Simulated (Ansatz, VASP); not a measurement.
Cr: VASP beside Ansatz

```
Cr
1.0
     2.84000    0.00000    0.00000
     0.00000    2.84000    0.00000
     0.00000    0.00000    2.84000
Cr
2
Direct
  0.00000 0.00000 0.00000
  0.50000 0.50000 0.50000
```

Alike in both runs: task single point; functional r2SCAN; k mesh 17 × 17 × 17; occupations fermi-dirac, width 0.05 eV; collinear spin.

```csv
,VASP,Ansatz
version,VASP 6.6.1,Ansatz 0.2.0
potentials or method,"VASP PAW PBE potentials, release 64 (Cr_pv), cutoff 520 eV","plane waves (500 eV) with PAW, scalar-relativistic"
valence electrons in the cell,24,28
```

```csv
,VASP,Ansatz,Ansatz less VASP
pressure (GPa),18.5,17.8,-0.74
net moment per atom (μB),0.00,0.00,0.000
size of the moment on the site where the two differ most (μB),2.09,1.93,-0.161
```

VASP's potentials were made for PBE, not for r2SCAN. Site moments also hang on the region over which each program counts them. The functional is the same, so the differences come from potentials, cutoffs and numerics. VASP's potentials hold 24 valence electrons a cell and Ansatz's 28, so a difference there can come from the potentials and not from the codes. Ansatz's warnings: stability check not made.
